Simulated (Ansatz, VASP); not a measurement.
**LiSe4: VASP beside Ansatz**

File INCAR:

```
  PREC = Accurate
  ENCUT = 600
  EDIFF = 1E-7
  ISMEAR = 0
  SIGMA = 0.1
  LREAL = False
  LASPH = True
  NELM = 60
  ALGO = Normal
  ISIF = 3
  LWAVE = False
  LCHARG = False
  GGA = PE
  IBRION = 2
  NSW = 100
  EDIFFG = -0.01
```

The input KPOINTS:

```
Automatic mesh
0
Gamma
  10 10 4
```

POSCAR

```
LiSe4
1.0
    2.7090449786     -2.7093441330      0.0000000000
    2.7090449786      2.7093441330      0.0000000000
    0.0000000000      0.0000000000      8.8340957073
Li Se
1 4
Direct
    0.5000000000      0.5000000000      0.5000000000
    0.5000000000      0.0000000000      0.2630935645
    0.5000000000      0.0000000000      0.7369064355
    0.0000000000      0.5000000000      0.2630935645
    0.0000000000      0.5000000000      0.7369064355
```

Input for Ansatz:

```yaml
crystal:
  lattice:
    - [2.7090449786, -2.709344133, 0.0]
    - [2.7090449786, 2.709344133, 0.0]
    - [0.0, 0.0, 8.8340957073]
  atoms:
    - { symbol: Li, position: [0.5, 0.5, 0.5] }
    - { symbol: Se, position: [0.5, 0.0, 0.2630935645] }
    - { symbol: Se, position: [0.5, 0.0, 0.7369064355] }
    - { symbol: Se, position: [0.0, 0.5, 0.2630935645] }
    - { symbol: Se, position: [0.0, 0.5, 0.7369064355] }
basis:
  ecutwfc: 420
kpoints:
  mp_grid: { grid: [10, 10, 4] }
hamiltonian:
  xc: pbe
scf:
  occupations: { method: gaussian, width: 0.1 }
output:
  forces: true
  stress: true
  eigenvalues: true
relax:
  adjacent_minimum: "off"
  f_tol: 0.01
  max_steps: 80
  cell: { stress_tol: 0.05 }
```

Alike in both runs: task relaxation of cell and atoms; functional PBE; k mesh 10 × 10 × 4; occupations gaussian, width 0.1 eV; no spin polarisation.

```csv
,VASP,Ansatz
version,VASP 6.6.1,Ansatz 0.2.0
potentials or method,"VASP PAW PBE potentials, release 64 (Li_sv, Se), cutoff 600 eV","scalar-relativistic, plane waves, PAW"
valence electrons in the cell,27,67
```

|  | VASP | Ansatz | Ansatz less VASP |
| --- | --- | --- | --- |
| gap on the k mesh at the Fermi level, each at its own relaxed structure (eV) | none | none | - |
| relaxed volume (Å³/atom) | 25.94 | 25.94 | 0.000 |
| relaxed length of the cell vector where the two differ most in proportion (Å) | 8.834 | 8.834 | 0.0000 |

A gap of «none» marks a metal or a gap that the smearing closes. VASP's potentials hold 27 valence electrons a cell and Ansatz's 67, so a difference there can come from the potentials and not from the codes.

Noted on VASP's run: the cutoff is under 1.25 times that of the potentials, so the pressure is a little rough; the relaxation stopped at its first step, so nothing moved; too few bands were computed for a metal, which touches its energy and stress.
